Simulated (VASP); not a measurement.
# Pd (Im-3m) in VASP: notebook

Pd is run at these levels: RPBE; tasks: single point.

All numbers are computed with VASP 6.6.1; they aren't measurements. Logs are shortened: lines on timing, memory, paths and dates and some standing lists are left out, and cuts for length are marked.

**1. The cell of the first run**

The structure is cubic, space group Im-3m (No. 229). The conventional cell has a = 3.126 Å, b = 3.126 Å, c = 3.126 Å, α = 90.00°, β = 90.00°, γ = 90.00°. Within 3.6 Å of Pd (site symmetry m-3m) lie 14 Pd at 2.71 to 3.13 Å.

This isn't the form of Pd at room conditions, which is fcc.

**2. Single point, RPBE, collinear spin (15.28 Å³/atom)**

INCAR reads:

```
ALGO = Normal
EDIFF = 1E-6
ENCUT = 520
GGA = RP
ISIF = 2
ISMEAR = -1
ISPIN = 2
LASPH = T
LCHARG = F
LMAXMIX = 4
LORBIT = 11
LREAL = F
LWAVE = F
MAGMOM = 0.5
NBANDS = 15
NELM = 150
PREC = Accurate
SIGMA = 0.05
```

KPOINTS reads:

```
k-points
0
Gamma
  16 16 16
```

POSCAR reads:

```
Pd
1.0
   -1.5630806237      1.5630806237      1.5630806237
    1.5630806237     -1.5630806237      1.5630806237
    1.5630806237      1.5630806237     -1.5630806237
Pd
1
Direct
    0.0000000000      0.0000000000      0.0000000000
```

Potentials or basis: VASP PAW PBE potentials, release 64 (Pd).

Command:

```
cat potpaw_PBE.64/Pd/POTCAR > POTCAR
mpirun -np 1 vasp_std > vasp.out
```

OUTCAR:

```text
EDIFF = 1E-6
   ENCUT = 520
   GGA = RP
   ISIF = 2
   ISMEAR = -1
   ISPIN = 2
   LASPH = T
   LORBIT = 11
   LREAL = F
   NELM = 150
   PREC = Accurate

 ion  position               nearest neighbor table
   1  0.000  0.000  0.000-

  LATTYP: Found a body centered cubic cell.
 ALAT       =     3.1261612474

  Lattice vectors:

 A1 = (  -1.5630806237,   1.5630806237,   1.5630806237)
 A2 = (   1.5630806237,  -1.5630806237,   1.5630806237)
 A3 = (   1.5630806237,   1.5630806237,  -1.5630806237)

Analysis of symmetry for initial positions (statically):
=====================================================================
 Subroutine PRICEL returns:
 Original cell was already a primitive cell.

 Routine SETGRP: Setting up the symmetry group for a
 body centered cubic supercell.

 Subroutine GETGRP returns: Found 48 space group operations
 (whereof 48 operations were pure point group operations)
 out of a pool of 48 trial point group operations.

The static configuration has the point symmetry O_h .

Analysis of symmetry for dynamics (positions and initial velocities):
=====================================================================
 Subroutine PRICEL returns:
 Original cell was already a primitive cell.

 Routine SETGRP: Setting up the symmetry group for a
 body centered cubic supercell.

 Subroutine GETGRP returns: Found 48 space group operations
 (whereof 48 operations were pure point group operations)
 out of a pool of 48 trial point group operations.

The dynamic configuration has the point symmetry O_h .

Analysis of structural, dynamic, and magnetic symmetry:
=====================================================================
 Subroutine PRICEL returns:
 Original cell was already a primitive cell.

 Routine SETGRP: Setting up the symmetry group for a
 body centered cubic supercell.

 Subroutine GETGRP returns: Found 48 space group operations
 (whereof 48 operations were pure point group operations)
 out of a pool of 48 trial point group operations.

The overall configuration has the point symmetry O_h .

 Subroutine INISYM returns: Found 48 space group operations
 (whereof 48 operations are pure point group operations),
 and found     1 'primitive' translations

----------------------------------------------------------------------------------------

                                     Primitive cell

  volume of cell :      15.2758

  direct lattice vectors                    reciprocal lattice vectors
    -1.563080624  1.563080624  1.563080624     0.000000000  0.319881132  0.319881132
     1.563080624 -1.563080624  1.563080624     0.319881132  0.000000000  0.319881132
     1.563080624  1.563080624 -1.563080624     0.319881132  0.319881132  0.000000000

  length of vectors
     2.707335057  2.707335057  2.707335057     0.452380236  0.452380236  0.452380236

  position of ions in fractional coordinates (direct lattice)
     0.000000000  0.000000000  0.000000000

  ion indices of the primitive-cell ions
   primitive index   ion index
                 1           1

----------------------------------------------------------------------------------------

 KPOINTS: k-points

Automatic generation of k-mesh.
 Grid dimensions read from file:
 generate k-points for:   16   16   16

 Generating k-lattice:

  Cartesian coordinates                     Fractional coordinates (reciprocal lattice)
     0.000000000  0.019992571  0.019992571     0.062500000  0.000000000  0.000000000
     0.019992571  0.000000000  0.019992571     0.000000000  0.062500000  0.000000000
     0.019992571  0.019992571  0.000000000     0.000000000  0.000000000  0.062500000

  Length of vectors
     0.028273765  0.028273765  0.028273765

  Shift w.r.t. Gamma in fractional coordinates (k-lattice)
     0.000000000  0.000000000  0.000000000

 Subroutine IBZKPT returns following result:
 ===========================================

 Found    145 irreducible k-points:

 Following reciprocal coordinates:
            Coordinates               Weight
  0.000000  0.000000  0.000000      1.000000
  0.062500  0.000000  0.000000     12.000000
  0.125000  0.000000  0.000000     12.000000
  0.187500  0.000000  0.000000     12.000000
  0.250000  0.000000  0.000000     12.000000
  0.312500  0.000000  0.000000     12.000000
[... 16 lines left out ...]
  0.187500  0.187500  0.000000     24.000000
  0.250000  0.187500  0.000000     48.000000
 [... further k-points ...]
   k-points           NKPTS =    145   k-points in BZ     NKDIM =    145   number of bands    NBANDS=     15
   number of dos      NEDOS =    301   number of ions     NIONS =      1
   total plane-waves  NPLWV =   8000
   dimension x,y,z NGX =    20 NGY =   20 NGZ =   20
   dimension x,y,z NGXF=    40 NGYF=   40 NGZF=   40
   ions per type =               1
   NGX,Y,Z   is equivalent  to a cutoff of  12.28, 12.28, 12.28 a.u.
   NGXF,Y,Z  is equivalent  to a cutoff of  24.56, 24.56, 24.56 a.u.
 SYSTEM =  unknown system
   PREC   = accura    normal or accurate (medium, high low for compatibility)
   ISTART =      0    job   : 0-new  1-cont  2-samecut
   ICHARG =      2    charge: 1-file 2-atom 10-const
   ISPIN  =      2    spin polarized calculation?
   LNONCOLLINEAR =      F non collinear calculations
   LSORBIT =      F    spin-orbit coupling
   LASPH  =      T    aspherical Exc in radial PAW
   ENCUT  =  520.0 eV  38.22 Ry    6.18 a.u.   5.03  5.03  5.03*2*pi/ulx,y,z
   NELM   =    150;   NELMIN=  2; NELMDL= -5     # of ELM steps
   EDIFF  = 0.1E-05   stopping-criterion for ELM
   LREAL  =      F    real-space projection
   EDIFFG = 0.1E-04   stopping-criterion for IOM
   NSW    =      0    number of steps for IOM
   IBRION =     -1    ionic relax: 0-MD 1-quasi-New 2-CG
   NFREE  =      0    steps in history (QN), initial steepest desc. (CG)
   ISIF   =      2    stress and relaxation
   ISYM   =      2    0-nonsym 1-usesym 2-fastsym
   POTIM  = 0.5000    time-step for ionic-motion
   TEBEG  =    0.0;   TEEND  =   0.0 temperature during run
   PSTRESS=    0.0 pullay stress
   NELECT =      10.0000    total number of electrons
   NUPDOWN=      -1.0000    fix difference up-down
   EMIN   =  10.00;   EMAX   =-10.00  energy-range for DOS
   EFERMI =   0.00;   METHOD = LEGACY
   ISMEAR =    -1;   SIGMA  =   0.05  broadening in eV -4-tet -1-fermi 0-gaus
   EFERMI_NEDOS =   21; number of points for ismear=-14 and -15
   IALGO  =     38    algorithm
   IMIX   =      4    mixing-type and parameters
     AMIX     =   0.40;   BMIX     =  1.00
     AMIX_MAG =   1.60;   BMIX_MAG =  1.00
  volume/ion in A,a.u.               =      15.28       103.09
  Fermi-wavevector in a.u.,A,eV,Ry     =   1.421478  2.686204 27.491925  2.020600
  Thomas-Fermi vector in A             =   2.542283
   LORBIT       =     11    0 simple, 1 ext, 2 COOP (PROOUT), +10 PAW based schemes
   GGA     = RP    functional components
   LHFCALC =     F    Hartree Fock is set to
   AEXX    =    0.0000 exact exchange contribution
   IVDW    =     0    specifies the selected vdW correction
   LEPSILON=     F    determine dielectric tensor
   LRPA    =     F    only Hartree local field effects (RPA)
 spin polarized calculation
  energy-cutoff  :      520.00
  volume of cell :       15.28
 maximum number of plane-waves:       427
   NGX =  9   NGY =  9   NGZ =  9

 number of electron      10.0000006 magnetization      -0.0034626

 number of electron      10.0000006 magnetization       0.0001878

 Free energy of the ion-electron system (eV)
  ---------------------------------------------------
  ext. energy  EPLUGINS =         0.00000000
  ---------------------------------------------------
  free energy    TOTEN  =        -4.58099886 eV

  energy without entropy =       -4.56974002  energy(sigma->0) =       -4.57536944

 E-fermi :   9.3304     XC(G=0): -12.8506

 val. band max:        9.3257352831   @ k =  -0.3750   0.4375   0.1250
 cond. band min:       9.3498170077   @ k =   0.5000   0.5000   0.4375
 fundamental gap:      0.0240817246
 Fermi energy:         9.3303837380

 spin component 1

 k-point     1 :       0.0000    0.0000    0.0000
  band No.  band energies     occupation
      1       2.4934      1.00000
      2       6.5240      1.00000
      3       6.5240      1.00000
      4       6.5240      1.00000
      5       8.4034      1.00000
      6       8.4034      1.00000
      7      28.6290      0.00000
      8      28.6290      0.00000
      9      28.6290      0.00000
     10      35.9612      0.00000
     11      36.8304      0.00000
     12      36.8304      0.00000
     13      38.2297      0.00000
     14      38.2297      0.00000
     15      38.2297      0.00000
[... 397 lines left out ...]
 k-point    24 :       0.2500    0.1875    0.0000
  band No.  band energies     occupation
      1       5.0443      1.00000
      2       5.7955      1.00000
      3       6.6934      1.00000
      4       8.0808      1.00000
      5       8.7299      0.99999
      6      10.8638      0.00000
      7      21.3161      0.00000
      8      22.9393      0.00000
      9      27.2605      0.00000
     10      31.6092      0.00000
     11      35.4071      0.00000
     12      36.0717      0.00000
     13      38.3582      0.00000
     14      40.9777      0.00000
     15      42.0548      0.00000

 [... further k-points ...]

 spin component 2

 k-point     1 :       0.0000    0.0000    0.0000
  band No.  band energies     occupation
      1       2.4933      1.00000
      2       6.5243      1.00000
      3       6.5243      1.00000
      4       6.5243      1.00000
      5       8.4035      1.00000
      6       8.4035      1.00000
      7      28.6289      0.00000
      8      28.6289      0.00000
      9      28.6289      0.00000
     10      35.9615      0.00000
     11      36.8302      0.00000
     12      36.8302      0.00000
     13      38.2297      0.00000
     14      38.2297      0.00000
     15      38.2297      0.00000
[... 397 lines left out ...]
 k-point    24 :       0.2500    0.1875    0.0000
  band No.  band energies     occupation
      1       5.0444      1.00000
      2       5.7957      1.00000
      3       6.6935      1.00000
      4       8.0810      1.00000
      5       8.7300      0.99999
      6      10.8640      0.00000
      7      21.3161      0.00000
      8      22.9393      0.00000
      9      27.2605      0.00000
     10      31.6091      0.00000
     11      35.4070      0.00000
     12      36.0719      0.00000
     13      38.3582      0.00000
     14      40.9777      0.00000
     15      42.0549      0.00000

 [... further k-points ...]

------------------------ aborting loop because EDIFF is reached ----------------------------------------

  FORCE on cell =-STRESS in cart. coord.  units (eV):
  Direction    XX          YY          ZZ          XY          YZ          ZX
  --------------------------------------------------------------------------------------
  -------------------------------------------------------------------------------------
  Total        0.5997969      0.5997969      0.5997969      0.0000000      0.0000000     -0.0000000
  in kB       62.9086988     62.9086988     62.9086988      0.0000000      0.0000000     -0.0000000
  external PRESSURE =      62.9086988 kB  Pullay stress =       0.0000000 kB

 VOLUME and BASIS-vectors are now :
 -----------------------------------------------------------------------------
  energy-cutoff  :      520.00
  volume of cell :       15.28
      direct lattice vectors                 reciprocal lattice vectors
    -1.563080624  1.563080624  1.563080624     0.000000000  0.319881132  0.319881132
     1.563080624 -1.563080624  1.563080624     0.319881132  0.000000000  0.319881132
     1.563080624  1.563080624 -1.563080624     0.319881132  0.319881132  0.000000000

 POSITION                                       TOTAL-FORCE (eV/Angst)
 -----------------------------------------------------------------------------------
      0.00000      0.00000      0.00000         0.000000      0.000000     -0.000000
 -----------------------------------------------------------------------------------
    total drift:                               -0.000000     -0.000000      0.000000

  FREE ENERGIE OF THE ION-ELECTRON SYSTEM (eV)
  ---------------------------------------------------
  free  energy   TOTEN  =        -4.5809988586 eV

  energy  without entropy=       -4.5697400205  energy(sigma->0) =       -4.57536944

 total charge

# of ion       s       p       d       tot
------------------------------------------
    1        0.474   0.428   8.487   9.389

 magnetization (x)

# of ion       s       p       d       tot
------------------------------------------
    1       -0.000  -0.000   0.000   0.000
```

Wall time 2.6 min (1 thread of Intel Xeon 8259CL, shared host); peak memory 0.13 GiB.

Results:

* Free energy: -4.5810 eV
* Pressure: 6.3 GPa
* Band gap on the k mesh: zero (filled and empty bands overlap)
* Net moment: 0.00 μB per cell
* Valence electrons inside the program's atomic spheres: Pd 9.39

Levels at points of the mesh, in eV from the Fermi level:
Spin up:
| k point | band 2 | band 3 | band 4 | band 5 | band 6 | band 7 | band 8 | band 9 |
| --- | --- | --- | --- | --- | --- | --- | --- | --- |
| (0.00, 0.00, 0.00) | -2.81 | -2.81 | -2.81 | -0.93 | -0.93 | 19.30 | 19.30 | 19.30 |
| (0.50, 0.00, 0.00) | -3.95 | -0.99 | -0.71 | 0.56 | 1.49 | 7.70 | 15.07 | 17.60 |
| (0.50, 0.50, 0.50) | -4.97 | 0.19 | 0.19 | 0.19 | 9.16 | 9.16 | 9.16 | 17.26 |
Spin down:
| k point | band 2 | band 3 | band 4 | band 5 | band 6 | band 7 | band 8 | band 9 |
| --- | --- | --- | --- | --- | --- | --- | --- | --- |
| (0.00, 0.00, 0.00) | -2.81 | -2.81 | -2.81 | -0.93 | -0.93 | 19.30 | 19.30 | 19.30 |
| (0.50, 0.00, 0.00) | -3.94 | -0.99 | -0.70 | 0.56 | 1.49 | 7.70 | 15.07 | 17.60 |
| (0.50, 0.50, 0.50) | -4.97 | 0.19 | 0.19 | 0.19 | 9.16 | 9.16 | 9.16 | 17.26 |

Caveat: the cell stands under pressure; the PAW data sets were made with another functional, which shifts forces and pressure a little.

**3. Single point, RPBE, collinear spin (15.91 Å³/atom)**

This run uses another cell than the first one, of 15.91 Å³/atom.

INCAR reads:

```
SYSTEM = Pd
PREC = Accurate
ENCUT = 520
EDIFF = 1E-7
ISMEAR = -1
SIGMA = 0.05
LREAL = .FALSE.
LASPH = .TRUE.
NELM = 150
ALGO = Normal
ISIF = 2
LWAVE = .FALSE.
LCHARG = .FALSE.
ISPIN = 2
MAGMOM = 0.5
LORBIT = 11
LMAXMIX = 4
GGA = RP
NBANDS = 15
```

KPOINTS reads:

```
regular mesh
0
G
  16 16 16
  0 0 0
```

POSCAR reads:

```
Pd
1.0
   -1.5844953481      1.5844953481      1.5844953481
    1.5844953481     -1.5844953481      1.5844953481
    1.5844953481      1.5844953481     -1.5844953481
Pd
1
Direct
    0.0000000000      0.0000000000      0.0000000000
```

Potentials or basis: VASP PAW PBE potentials, release 64 (Pd).

Command:

```
cat potpaw_PBE.64/Pd/POTCAR > POTCAR
mpirun -np 1 vasp_std > vasp.out
```

Run time: 2.6 min. Hardware: 1 thread of Intel Xeon 8259CL, shared host; peak memory 0.14 GiB.

Results (log left out):

```
Free energy                                           : -4.5928 eV
Pressure                                              : -0.2 GPa
Band gap on the k mesh                                : zero (filled and empty bands overlap)
Net moment                                            : 0.00 μB per cell
Valence electrons inside the program's atomic spheres : Pd 9.31
```

Levels at points of the mesh, in eV from the Fermi level:
Spin up:
```tsv
k point	band 2	band 3	band 4	band 5	band 6	band 7	band 8	band 9
(0.00, 0.00, 0.00)	-2.63	-2.63	-2.63	-0.87	-0.87	19.19	19.19	19.19
(0.50, 0.00, 0.00)	-3.70	-0.93	-0.66	0.51	1.56	7.37	14.96	17.18
(0.50, 0.50, 0.50)	-4.65	0.17	0.17	0.17	9.01	9.01	9.01	16.60
```
Spin down:
```csv
k point,band 3,band 4,band 5,band 6,band 7,band 8
"(0.00, 0.00, 0.00)",-2.63,-2.63,-0.87,-0.87,19.19,19.19
"(0.50, 0.00, 0.00)",-0.93,-0.66,0.51,1.56,7.37,14.96
"(0.50, 0.50, 0.50)",0.17,0.17,0.17,9.01,9.01,9.01
```

Caveat: the PAW data sets were made with another functional, which shifts forces and pressure a little.

The gap in the log of VASP goes by the Fermi energy; the results here count the filled bands.